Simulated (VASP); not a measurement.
**Pd: single point with r2SCAN**

Crystal: Pd.

```
Pd
1.0
     0.00000    1.94500    1.94500
     1.94500    0.00000    1.94500
     1.94500    1.94500    0.00000
Pd
1
Cartesian
  0.0000 0.0000 0.0000
```

* Program: VASP 6.6.1
* Task: single point
* Functional: r2SCAN
* Potentials or basis: VASP PAW PBE potentials, release 64 (Pd)
* Cutoff: 520 eV
* k mesh: 4 × 4 × 4
* Occupations: fermi-dirac, width 0.1 eV
* Spin: collinear spin, ferromagnetic start
* Starting moments: [2.0] μB

```
Pressure                                              : 3.5 GPa
Net moment                                            : 0.44 μB per cell
Site moments                                          : Pd +0.45 μB
Valence electrons inside the program's atomic spheres : Pd 9.50
```

Levels at points of the mesh, in eV from the Fermi level:
Spin up:
```csv
k point,band 2,band 3,band 4,band 5,band 6,band 7,band 8,band 9
"(0.00, 0.00, 0.00)",-3.49,-3.49,-3.49,-1.79,-1.79,17.69,21.78,22.66
"(0.50, 0.00, 0.00)",-3.50,-3.50,-0.58,-0.58,0.98,7.26,17.09,21.75
"(0.50, 0.50, 0.00)",-5.80,-0.58,-0.28,-0.28,3.34,10.91,13.58,13.58
```
Spin down:
```
           k point  band 3  band 4  band 5  band 6  band 7  band 8
(0.00, 0.00, 0.00)   -2.98   -2.98   -1.43   -1.43   17.68   22.66
(0.50, 0.00, 0.00)   -3.11   -0.06   -0.06    0.92    7.57   17.06
(0.50, 0.50, 0.00)   -0.20    0.34    0.34    3.30   11.11   13.59
```

Wall time 17 s on 1 thread of Intel Xeon 6975P-C (shared host), peak memory 0.14 GiB.

Caveat: the k points lie up to 0.70 Å⁻¹ apart; the PAW data sets were made with another functional, which shifts forces and pressure a little.
